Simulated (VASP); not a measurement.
# Li2SiN3 (P6/mmm) in VASP: relaxation of cell and atoms with PBE

Aim: the relaxation of cell and atoms of Li2SiN3 with PBE.

Program: VASP 6.6.1. These are calculated values, not measurements. Logs are shortened: lines on timing, memory, paths and dates and some standing lists are left out, and cuts for length are marked.

### Step 1. The cell of the first run

It takes space group P6/mmm (No. 191, hexagonal). The conventional cell has a = 4.024 Å, b = 4.024 Å, c = 4.899 Å, α = 90.00°, β = 90.00°, γ = 120.00°. Within 3.1 Å of Li (site symmetry -6m2) lie 3 Li at 2.32 Å and 5 N at 2.32 to 2.45 Å. Within 3.1 Å of Si (site symmetry 6/mmm) lie 8 N at 2.32 to 2.45 Å. N (site symmetry -6m2) has 3 N at 2.32 Å and 3 Si at 2.32 Å and 2 Li at 2.45 Å within 3.1 Å. N (site symmetry 6/mmm) has 6 Li at 2.32 Å and 2 Si at 2.45 Å within 3.1 Å.

The cell was generated, and may not be a known phase.

### Step 2. Relaxation of cell and atoms, PBE, collinear spin, ferromagnetic start

INCAR

```
  PREC = Accurate
  ENCUT = 600
  EDIFF = 1E-6
  ISMEAR = 0
  SIGMA = 0.1
  LREAL = False
  LASPH = True
  NELM = 150
  ALGO = Normal
  ISIF = 3
  LWAVE = False
  LCHARG = False
  ISPIN = 2
  MAGMOM = 0 0 0 1 1 1
  LORBIT = 11
  GGA = PE
  IBRION = 2
  NSW = 90
  EDIFFG = -0.04
```

KPOINTS

```
Automatic mesh
0
Gamma
  6 6 4
```

POSCAR

```
Li2SiN3
1.0
    4.0241988300      0.0000000000      0.0000000000
   -2.0120994200      3.4850584200      0.0000000000
    0.0000000000      0.0000000000      4.8985573400
Li Si N
2 1 3
Direct
    0.3333333300      0.6666666700      0.0000000000
    0.6666666700      0.3333333300      0.0000000000
    0.0000000000      0.0000000000      0.5000000000
    0.3333333300      0.6666666700      0.5000000000
    0.6666666700      0.3333333300      0.5000000000
    0.0000000000      0.0000000000      0.0000000000
```

Potentials or basis: VASP PAW PBE potentials, release 64 (Li_sv, Si, N).

On the command line:

```console
cat potpaw_PBE.64/Li_sv/POTCAR potpaw_PBE.64/Si/POTCAR potpaw_PBE.64/N/POTCAR > POTCAR
mpirun -np 1 vasp_std > vasp.out
```

OUTCAR:

```text
PREC = Accurate
   ENCUT = 600
   EDIFF = 1E-6
   ISMEAR = 0
   LREAL = False
   LASPH = True
   NELM = 150
   ISIF = 3
   ISPIN = 2
   LORBIT = 11
   GGA = PE
   IBRION = 2
   NSW = 90
   EDIFFG = -0.04

 ion  position               nearest neighbor table
   1  0.333  0.667  0.000-   2 2.32   2 2.32   2 2.32
   2  0.667  0.333  0.000-   1 2.32   1 2.32   1 2.32
   3  0.000  0.000  0.500-   4 2.32   5 2.32   5 2.32   4 2.32   5 2.32   4 2.32   6 2.45   6 2.45

   4  0.333  0.667  0.500-   3 2.32   3 2.32   3 2.32
   5  0.667  0.333  0.500-   3 2.32   3 2.32   3 2.32
   6  0.000  0.000  0.000-   3 2.45   3 2.45

  LATTYP: Found a hexagonal cell.
 ALAT       =     4.0241988300
 C/A-ratio  =     1.2172751762

  Lattice vectors:

 A1 = (   4.0241988300,   0.0000000000,   0.0000000000)
 A2 = (  -2.0120994200,   3.4850584200,   0.0000000000)
 A3 = (   0.0000000000,   0.0000000000,   4.8985573400)

Analysis of symmetry for initial positions (statically):
=====================================================================
 Subroutine PRICEL returns:
 Original cell was already a primitive cell.

 Routine SETGRP: Setting up the symmetry group for a
 hexagonal supercell.

 Subroutine GETGRP returns: Found 24 space group operations
 (whereof 24 operations were pure point group operations)
 out of a pool of 24 trial point group operations.

The static configuration has the point symmetry D_6h.

Analysis of symmetry for dynamics (positions and initial velocities):
=====================================================================
 Subroutine PRICEL returns:
 Original cell was already a primitive cell.

 Routine SETGRP: Setting up the symmetry group for a
 hexagonal supercell.

 Subroutine GETGRP returns: Found 24 space group operations
 (whereof 24 operations were pure point group operations)
 out of a pool of 24 trial point group operations.

The dynamic configuration has the point symmetry D_6h.

Analysis of structural, dynamic, and magnetic symmetry:
=====================================================================
 Subroutine PRICEL returns:
 Original cell was already a primitive cell.

 Routine SETGRP: Setting up the symmetry group for a
 hexagonal supercell.

 Subroutine GETGRP returns: Found 24 space group operations
 (whereof 24 operations were pure point group operations)
 out of a pool of 24 trial point group operations.

The overall configuration has the point symmetry D_6h.

 Subroutine INISYM returns: Found 24 space group operations
 (whereof 24 operations are pure point group operations),
 and found     1 'primitive' translations

----------------------------------------------------------------------------------------

                                     Primitive cell

  volume of cell :      68.7002

  direct lattice vectors                    reciprocal lattice vectors
     4.024198830  0.000000000  0.000000000     0.248496668  0.143469618  0.000000000
    -2.012099420  3.485058420  0.000000000     0.000000000  0.286939236  0.000000000
     0.000000000  0.000000000  4.898557340     0.000000000  0.000000000  0.204141736

  length of vectors
     4.024198830  4.024198835  4.898557340     0.286939236  0.286939236  0.204141736

  position of ions in fractional coordinates (direct lattice)
     0.333333330  0.666666670  0.000000000
     0.666666670  0.333333330  0.000000000
     0.000000000  0.000000000  0.500000000
     0.333333330  0.666666670  0.500000000
     0.666666670  0.333333330  0.500000000
     0.000000000  0.000000000  0.000000000

  ion indices of the primitive-cell ions
   primitive index   ion index
                 1           1
                 2           2
                 3           3
                 4           4
                 5           5
                 6           6

----------------------------------------------------------------------------------------

 KPOINTS: Automatic mesh

Automatic generation of k-mesh.
 Grid dimensions read from file:
 generate k-points for:    6    6    4

 Generating k-lattice:

  Cartesian coordinates                     Fractional coordinates (reciprocal lattice)
     0.041416111  0.023911603  0.000000000     0.166666667  0.000000000  0.000000000
     0.000000000  0.047823206  0.000000000     0.000000000  0.166666667  0.000000000
     0.000000000  0.000000000  0.051035434     0.000000000  0.000000000  0.250000000

  Length of vectors
     0.047823206  0.047823206  0.051035434

  Shift w.r.t. Gamma in fractional coordinates (k-lattice)
     0.000000000  0.000000000  0.000000000

 Subroutine IBZKPT returns following result:
 ===========================================

 Found     21 irreducible k-points:

 Following reciprocal coordinates:
            Coordinates               Weight
  0.000000  0.000000  0.000000      1.000000
  0.166667  0.000000  0.000000      6.000000
  0.333333  0.000000  0.000000      6.000000
  0.500000  0.000000  0.000000      3.000000
  0.166667  0.166667  0.000000      6.000000
  0.333333  0.166667  0.000000     12.000000
[... 13 lines left out ...]
  0.333333  0.166667  0.500000     12.000000
  0.333333  0.333333  0.500000      2.000000
   k-points           NKPTS =     21   k-points in BZ     NKDIM =     21   number of bands    NBANDS=     18
   number of dos      NEDOS =    301   number of ions     NIONS =      6
   total plane-waves  NPLWV =  40960
   dimension x,y,z NGX =    32 NGY =   32 NGZ =   40
   dimension x,y,z NGXF=    64 NGYF=   64 NGZF=   80
   ions per type =               2   1   3
   NGX,Y,Z   is equivalent  to a cutoff of  13.22, 13.22, 13.58 a.u.
   NGXF,Y,Z  is equivalent  to a cutoff of  26.44, 26.44, 27.15 a.u.
 SYSTEM =  unknown system
   PREC   = accura    normal or accurate (medium, high low for compatibility)
   ISTART =      0    job   : 0-new  1-cont  2-samecut
   ICHARG =      2    charge: 1-file 2-atom 10-const
   ISPIN  =      2    spin polarized calculation?
   LNONCOLLINEAR =      F non collinear calculations
   LSORBIT =      F    spin-orbit coupling
   LASPH  =      T    aspherical Exc in radial PAW
   ENCUT  =  600.0 eV  44.10 Ry    6.64 a.u.   8.04  8.04  9.78*2*pi/ulx,y,z
   NELM   =    150;   NELMIN=  2; NELMDL= -5     # of ELM steps
   EDIFF  = 0.1E-05   stopping-criterion for ELM
   LREAL  =      F    real-space projection
   EDIFFG = -.4E-01   stopping-criterion for IOM
   NSW    =     90    number of steps for IOM
   IBRION =      2    ionic relax: 0-MD 1-quasi-New 2-CG
   NFREE  =      1    steps in history (QN), initial steepest desc. (CG)
   ISIF   =      3    stress and relaxation
   ISYM   =      2    0-nonsym 1-usesym 2-fastsym
   POTIM  = 0.5000    time-step for ionic-motion
   TEBEG  =    0.0;   TEEND  =   0.0 temperature during run
   PSTRESS=    0.0 pullay stress
   NELECT =      25.0000    total number of electrons
   NUPDOWN=      -1.0000    fix difference up-down
   EMIN   =  10.00;   EMAX   =-10.00  energy-range for DOS
   EFERMI =   0.00;   METHOD = LEGACY
   ISMEAR =     0;   SIGMA  =   0.10  broadening in eV -4-tet -1-fermi 0-gaus
   EFERMI_NEDOS =   21; number of points for ismear=-14 and -15
   IALGO  =     38    algorithm
   IMIX   =      4    mixing-type and parameters
     AMIX     =   0.40;   BMIX     =  1.00
     AMIX_MAG =   1.60;   BMIX_MAG =  1.00
  volume/ion in A,a.u.               =      11.45        77.27
  Fermi-wavevector in a.u.,A,eV,Ry     =   1.168788  2.208688 18.586436  1.366065
  Thomas-Fermi vector in A             =   2.305269
   LORBIT       =     11    0 simple, 1 ext, 2 COOP (PROOUT), +10 PAW based schemes
   GGA     = PE    functional components
   LHFCALC =     F    Hartree Fock is set to
   AEXX    =    0.0000 exact exchange contribution
   IVDW    =     0    specifies the selected vdW correction
   LEPSILON=     F    determine dielectric tensor
   LRPA    =     F    only Hartree local field effects (RPA)
 conjugate gradient relaxation of ions
 spin polarized calculation
 Gauss-broadening in eV      SIGMA  =   0.10
  energy-cutoff  :      600.00
  volume of cell :       68.70
 maximum number of plane-waves:      2308
   NGX = 17   NGY = 17   NGZ = 19

--------------------------------------- Ionic step        1  -------------------------------------------

 number of electron      24.9999995 magnetization       1.3574523

 Free energy of the ion-electron system (eV)
  ---------------------------------------------------
  ext. energy  EPLUGINS =         0.00000000
  ---------------------------------------------------
  free energy    TOTEN  =       -28.52368011 eV

  energy without entropy =      -28.50685168  energy(sigma->0) =      -28.51526589

 E-fermi :   3.1206     XC(G=0):  -9.8989

 val. band max:        3.1170590043   @ k =   0.3333   0.3333   0.2500
 cond. band min:       3.1224544889   @ k =   0.3333   0.1667   0.5000
 fundamental gap:      0.0053954846
 Fermi energy:         3.1205676602

 spin component 1

 k-point     1 :       0.0000    0.0000    0.0000
  band No.  band energies     occupation
      1     -41.8611      1.00000
      2     -41.7214      1.00000
      3     -12.5304      1.00000
      4      -8.8889      1.00000
      5      -7.9497      1.00000
      6      -1.8560      1.00000
[... 987 lines left out ...]
  FREE ENERGIE OF THE ION-ELECTRON SYSTEM (eV)
  ---------------------------------------------------
  free  energy   TOTEN  =       -31.0267676177 eV

  energy  without entropy=      -31.0132337112  energy(sigma->0) =      -31.02000066

[... ionic steps 4 to 7 ...]

--------------------------------------- Ionic step        8  -------------------------------------------

 number of electron      24.9999997 magnetization       0.0001383

------------------------ aborting loop because EDIFF is reached ----------------------------------------
[... 75 lines left out ...]
--------------------------------------- Ionic step       10  -------------------------------------------

 number of electron      24.9999998 magnetization       0.0001252

 Free energy of the ion-electron system (eV)
  ---------------------------------------------------
  ext. energy  EPLUGINS =         0.00000000
  ---------------------------------------------------
  free energy    TOTEN  =       -31.50444801 eV

  energy without entropy =      -31.48311697  energy(sigma->0) =      -31.49378249

 E-fermi :   6.6203     XC(G=0): -11.6815

 val. band max:        6.6141073139   @ k =   0.1667   0.1667   0.5000
 cond. band min:       6.6211504196   @ k =   0.3333   0.1667   0.2500
 fundamental gap:      0.0070431057
 Fermi energy:         6.6203441313

 spin component 1

 k-point     1 :       0.0000    0.0000    0.0000
  band No.  band energies     occupation
      1     -37.6109      1.00000
      2     -37.3252      1.00000
      3     -10.8191      1.00000
      4      -6.1040      1.00000
      5      -3.5793      1.00000
      6      -0.1650      1.00000
[... 907 lines left out ...]
  FREE ENERGIE OF THE ION-ELECTRON SYSTEM (eV)
  ---------------------------------------------------
  free  energy   TOTEN  =       -31.5044480105 eV

  energy  without entropy=      -31.4831169708  energy(sigma->0) =      -31.49378249

 reached required accuracy - stopping structural energy minimisation

 total charge

# of ion       s       p       d       tot
------------------------------------------
    1        2.044   0.104   0.000   2.148
    2        2.044   0.104   0.000   2.148
    3        0.629   0.707   0.000   1.336
    4        1.334   2.210   0.000   3.544
    5        1.334   2.210   0.000   3.544
    6        1.237   2.454   0.000   3.692
--------------------------------------------------
tot          8.621   7.790   0.000  16.411

 magnetization (x)

# of ion       s       p       d       tot
------------------------------------------
    1        0.000   0.000   0.000   0.000
    2        0.000   0.000   0.000   0.000
    3       -0.000  -0.000   0.000  -0.000
    4        0.000   0.000   0.000   0.000
    5        0.000   0.000   0.000   0.000
    6        0.000   0.000   0.000   0.000
--------------------------------------------------
tot          0.000   0.000   0.000   0.000
```

Wall time 14 min (1 thread of AMD EPYC 7R13, shared host); peak memory 0.22 GiB.

Results:

- Free energy: -31.5044 eV
- Relaxed volume: 7.67 Å³/atom
- Relaxed cell: a = 3.732 Å, b = 3.732 Å, c = 3.817 Å, α = 90.00°, β = 90.00°, γ = 120.00°
- Space group after relaxing (to 0.1 Å): P6/mmm (No. 191)
- Energy gained by relaxing: 496.8 meV/atom
- Ionic steps: 10
- Pressure after relaxing: -0.1 GPa
- Net moment: 0.00 μB per cell
- Valence electrons inside the program's atomic spheres: Li 2.15; Si 1.34; N 3.54, 3.69 (each value once)

The path:
```tsv
step	energy change (eV)	largest force (eV/Å)	pressure (GPa)	volume (Å³)
1	0.0000	0.0000	-24.06	68.70
2	-2.1106	0.0000	-14.25	52.98
3	-2.5031	0.0000	-2.00	47.03
4	-2.5162	0.0000	2.90	45.58
5	-2.8692	0.0000	8.14	43.71
6	-2.8817	0.0000	10.31	43.30
7	-2.9774	0.0000	-1.87	46.52
8	-2.9795	0.0000	-0.45	46.07
9	-2.9794	0.0000	-0.62	46.12
10	-2.9808	0.0000	-0.14	46.04
```

Final structure:
```cif
data_structure
_symmetry_space_group_name_H-M 'P 1'
_symmetry_Int_Tables_number 1
_cell_length_a 3.7321
_cell_length_b 3.7321
_cell_length_c 3.8169
_cell_angle_alpha 90.000
_cell_angle_beta 90.000
_cell_angle_gamma 120.000
_cell_volume 46.04
loop_
_atom_site_label
_atom_site_type_symbol
_atom_site_fract_x
_atom_site_fract_y
_atom_site_fract_z
_atom_site_occupancy
Li1 Li 0.33333 0.66667 0.00000 1
Li2 Li 0.66667 0.33333 0.00000 1
Si1 Si 0.00000 0.00000 0.50000 1
N1 N 0.33333 0.66667 0.50000 1
N2 N 0.66667 0.33333 0.50000 1
N3 N 0.00000 0.00000 0.00000 1
```

Levels at points of the mesh, in eV from the Fermi level:
Spin up:
```csv
k point,band 11,band 12,band 13,band 14,band 15,band 16
"(0.00, 0.00, 0.00)",-1.41,-0.08,0.61,0.61,1.50,8.89
"(0.50, 0.00, 0.00)",-1.25,-0.94,0.98,1.47,4.24,9.21
"(0.00, 0.00, 0.50)",-2.45,-1.62,-1.62,0.51,5.61,6.80
"(0.50, 0.00, 0.50)",-1.20,0.60,0.61,1.54,7.28,8.07
```
Spin down:
```csv
k point,band 10,band 11,band 12,band 13,band 14,band 15,band 16,band 17
"(0.00, 0.00, 0.00)",-3.81,-1.41,-0.08,0.61,0.61,1.50,8.89,8.89
"(0.50, 0.00, 0.00)",-2.07,-1.25,-0.94,0.98,1.47,4.24,9.21,9.33
"(0.00, 0.00, 0.50)",-2.45,-2.45,-1.62,-1.62,0.51,5.61,6.80,6.80
"(0.50, 0.00, 0.50)",-1.36,-1.20,0.60,0.61,1.54,7.28,8.07,8.21
```

Caveat: the cutoff is under 1.25 times the usual one of these potentials, so pressure, stress and relaxed cells hold a basis-set (Pulay) error; the volume moved by over 15 % at a fixed basis, so the end points are rough.
